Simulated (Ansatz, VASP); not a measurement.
## Two plane-wave programs on Pt

```
CELL_PARAMETERS angstrom
0.00000 1.97033 2.12855
1.97033 0.00000 2.12855
1.97033 1.97033 0.00000
ATOMIC_POSITIONS crystal
Pt 0.00000 0.00000 0.00000
```

Alike in both runs: task single point; functional LDA; k mesh 22 × 22 × 22; occupations gaussian, width 0.15 eV; no spin polarisation.

|  | VASP | Ansatz |
| --- | --- | --- |
| version | VASP 6.6.1 | Ansatz 0.2.0 |
| potentials or method | VASP PAW LDA potentials, release 64 (Pt), cutoff 520 eV | scalar-relativistic, plane waves, PAW |
| valence electrons in the cell | 10 | 18 |

|  | VASP | Ansatz | Ansatz less VASP |
| --- | --- | --- | --- |
| gap on the k mesh at the Fermi level (eV) | none | none | - |
| pressure (GPa) | -24.5 | -25.0 | -0.50 |
| traceless stress, the component that is largest in VASP (GPa) | -4.22 | -4.21 | +0.015 |

Ansatz warns that its potentials were made for another functional, while VASP's fit it. LDA's correlation is that of Perdew and Zunger in VASP and of Perdew and Wang (1992) in Ansatz. A gap of «none» marks a metal or a gap that the smearing closes. VASP's potentials hold 10 valence electrons a cell and Ansatz's 18, so a difference there can come from the potentials and not from the codes.

Spin-orbit coupling is off throughout.
